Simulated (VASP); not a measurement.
Write the native input for VASP 6.6.1 that does the following.

- Task: single point
- Functional: PBE
- Potentials or basis: VASP PAW PBE potentials, release 64 (Zn, Si, P)
- Cutoff: 500 eV
- k mesh: 8 × 8 × 8
- Occupations: gaussian, width 0.02 eV
- Spin: no spin polarisation
- Dipole correction: no
- Further INCAR settings: ALGO = Normal; EDIFF = 1e-06; NBANDS = 36

The structure of ZnSiP2 lies in POSCAR:

```
ZnSiP2
1.0
   -2.6811200261      2.6811200261      5.2172727301
    2.6811200261     -2.6811200261      5.2172727301
    2.6811200261      2.6811200261     -5.2172727301
Zn Si P
2 2 4
Direct
    0.0000000000      0.0000000000      0.0000000000
    0.7500000000      0.2500000000      0.5000000000
    0.5000000000      0.5000000000      0.0000000000
    0.2500000000      0.7500000000      0.5000000000
    0.3750000000      0.3913020406      0.5163020406
    0.8750000000      0.8586979594      0.4836979594
    0.6086979594      0.1250000000      0.9836979594
    0.1413020406      0.6250000000      0.0163020406
```

These files were run (other wordings do the same):

INCAR

```
PREC = Accurate
ENCUT = 500
EDIFF = 1E-6
ISMEAR = 0
SIGMA = 0.02
LREAL = False
LASPH = True
NELM = 120
ALGO = Normal
ISIF = 2
LWAVE = False
LCHARG = True
GGA = PE
LELF = True
LVHAR = True
NBANDS = 36
GGA_COMPAT = False
```

KPOINTS

```
Automatic mesh
0
Gamma
  8 8 8
```

Potentials or basis: VASP PAW PBE potentials, release 64 (Zn, Si, P).

Run with:

```sh
$ cat potpaw_PBE.64/Zn/POTCAR potpaw_PBE.64/Si/POTCAR potpaw_PBE.64/P/POTCAR > POTCAR
$ mpirun -np 1 vasp_std > vasp.out
```

Results of the run:

```json
{
  "Pressure": "2.8 GPa",
  "Largest force": "0.032 eV/Å",
  "Band gap on the k mesh": "1.29 eV"
}
```

Run time: 2.6 min on 1 thread of Intel(R) Xeon(R) 6975P-C (Granite Rapids), on a shared host, peak memory 0.48 GiB.
